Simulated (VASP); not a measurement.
Input of a VASP 6.6.1 run:

File INCAR:

```
SYSTEM = As
  PREC = Accurate
  ENCUT = 520
  EDIFF = 1E-7
  ISMEAR = 0
  SIGMA = 0.05
  LREAL = .False.
  LASPH = .True.
  NELM = 100
  ALGO = Normal
  ISIF = 2
  LWAVE = .False.
  LCHARG = .False.
  LDIPOL = .True.
  IDIPOL = 3
  DIPOL = 0.5 0.5 0.371
  GGA = PE
  IVDW = 12
  NBANDS = 18
```

File KPOINTS:

```
regular mesh
0
Gamma
  9 9 1
  0 0 0
```

POSCAR

```
As
1.0
    3.5716242768      0.0000000000      0.0000000000
   -1.7858121384      3.0931173565      0.0000000000
    0.0000000000      0.0000000000     20.2951239260
As
4
Direct
    0.3333333333      0.6666666667      0.2217281361
    0.6666666667      0.3333333333      0.2905900937
    0.6666666667      0.6666666667      0.4517125392
    1.0000000000      0.3333333333      0.5205744968
```

Potentials or basis: VASP PAW PBE potentials, release 64 (As).

Run with:

```sh
$ cat potpaw_PBE.64/As/POTCAR > POTCAR
$ mpirun -np 1 vasp_std > vasp.out
```

(1) Predict the largest force.

(2) Predict the dispersion energy per atom.

(3) Estimate the band gap on the k mesh.

Results:

(1) 0.093 eV/Å.

(2) -0.273 eV.

(3) 0.88 eV (least direct gap 1.47 eV).

Caveat: the cell differs from its parent crystal (layers slid over each other).
